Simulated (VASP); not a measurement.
Here is a VASP 6.6.1 calculation.

File INCAR:

```
PREC     = Accurate       # precision mode
ENCUT    = 520            # plane-wave cutoff, eV
EDIFF    = 1E-6           # SCF threshold, eV
ISMEAR   = -1             # smearing method
SIGMA    = 0.1            # smearing width, eV
LREAL    = False          # projectors in reciprocal space
LASPH    = True           # aspherical terms in the spheres
NELM     = 80             # most SCF steps
ALGO     = Normal         # electronic algorithm
ISIF     = 2              # what is computed and relaxed
LWAVE    = False          # write WAVECAR
LCHARG   = False          # write CHGCAR
GGA      = B5             # functional
ALDAX    = 1.0          
AGGAX    = 1.0          
AGGAC    = 1.0          
ALDAC    = 0.0          
NBANDS   = 22             # bands
```

The input KPOINTS:

```
regular mesh
0
Gamma
  6 6 6
```

POSCAR

```
Li
1.0
    5.4306352092      0.0000000000      0.0000000000
    0.0000000000      5.4306352092      0.0000000000
    0.0000000000      0.0000000000      5.4306352092
Li
8
Direct
    1.0000000000      0.0000000000      1.0000000000
    0.5000000000      0.5000000000      0.5000000000
    0.2500000000      1.0000000000      0.5000000000
    0.7500000000      1.0000000000      0.5000000000
    0.5000000000      0.2500000000      1.0000000000
    0.5000000000      0.7500000000      0.0000000000
    0.0000000000      0.5000000000      0.2500000000
    0.0000000000      0.5000000000      0.7500000000
```

Potentials or basis: VASP PAW PBE potentials, release 64 (Li_sv).

Run with:

```bash
$ cat potpaw_PBE.64/Li_sv/POTCAR > POTCAR
$ mpirun -np 1 vasp_std > vasp.out
```

Problem. What does it give for the band gap on the k mesh?

Solution. Zero (band 12 reaches 1.48 eV, above the bottom of band 13 at 0.36 eV).
